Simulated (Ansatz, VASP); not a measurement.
**Li2O in VASP and in Ansatz**

```
Li O
1.0
     0.00000    2.42361    2.42361
     2.42361    0.00000    2.42361
     2.42361    2.42361    0.00000
Li O
2 1
Cartesian
  3.6354 3.6354 3.6354
  1.2118 1.2118 1.2118
  0.0000 0.0000 0.0000
```

Alike in both runs: task single point; functional LDA; k mesh 6 × 6 × 6; no spin polarisation.

|  | VASP | Ansatz |
| --- | --- | --- |
| version | VASP 6.6.1 | Ansatz 0.2.0 |
| potentials or method | VASP PAW LDA potentials, release 64 (Li_sv, O), cutoff 750 eV | scalar-relativistic, plane waves, PAW |
| occupations | fermi-dirac, width 0.00861733 eV | fermi-dirac |
| valence electrons in the cell | 12 | 12 |

```csv
,VASP,Ansatz,Ansatz less VASP
gap on the k mesh at the Fermi level (eV),4.26,4.25,-0.005
least direct gap on the mesh (eV),4.26,4.25,-0.005
pressure (GPa),-13.9,-13.7,+0.22
```

LDA's correlation is that of Perdew and Zunger in VASP and of Perdew and Wang (1992) in Ansatz.
